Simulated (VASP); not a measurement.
B:

```
B
1.0
     1.88524    0.00000    0.00000
     0.00000    1.88524    0.00000
     0.00000    0.00000    1.88524
B
1
Direct
  0.50000 0.50000 0.50000
```

This isn't the form of B at room conditions, which is rhombohedral.

- Program: VASP 6.6.1
- Task: relaxation of cell and atoms
- Functional: HF
- Potentials or basis: VASP PAW PBE potentials, release 64 (B)
- Cutoff: 600 eV
- k mesh: 7 × 7 × 7
- Occupations: fermi-dirac, width 0.05 eV
- Spin: no spin polarisation

At the start: pressure 6.4 GPa; volume 6.70 Å³/atom.

Question: Where does the relaxation end?

Answer: Over 3 steps the energy falls by 3.6 meV/atom and the volume is 6.88 Å³/atom (+2.7 %); space group Pm-3m (No. 221, to 0.1 Å) before and after.

The path:
```
step  energy change (eV)  largest force (eV/Å)  pressure (GPa)  volume (Å³)
   1              0.0000                0.0000            6.44         6.70
   2             -0.0029                0.0000           -2.64         6.97
   3             -0.0036                0.0000           -0.04         6.88
```

Final structure:
```cif
data_structure
_symmetry_space_group_name_H-M 'P 1'
_symmetry_Int_Tables_number 1
_cell_length_a 1.9022
_cell_length_b 1.9022
_cell_length_c 1.9022
_cell_angle_alpha 90.000
_cell_angle_beta 90.000
_cell_angle_gamma 90.000
_cell_volume 6.88
loop_
_atom_site_label
_atom_site_type_symbol
_atom_site_fract_x
_atom_site_fract_y
_atom_site_fract_z
_atom_site_occupancy
B1 B 0.50000 0.50000 0.50000 1
```

Caveat: the k points lie up to 0.47 Å⁻¹ apart in the final cell, too coarse for converged energies and pressures of a metal; the PAW data sets were made with another functional, which shifts forces and pressure a little.
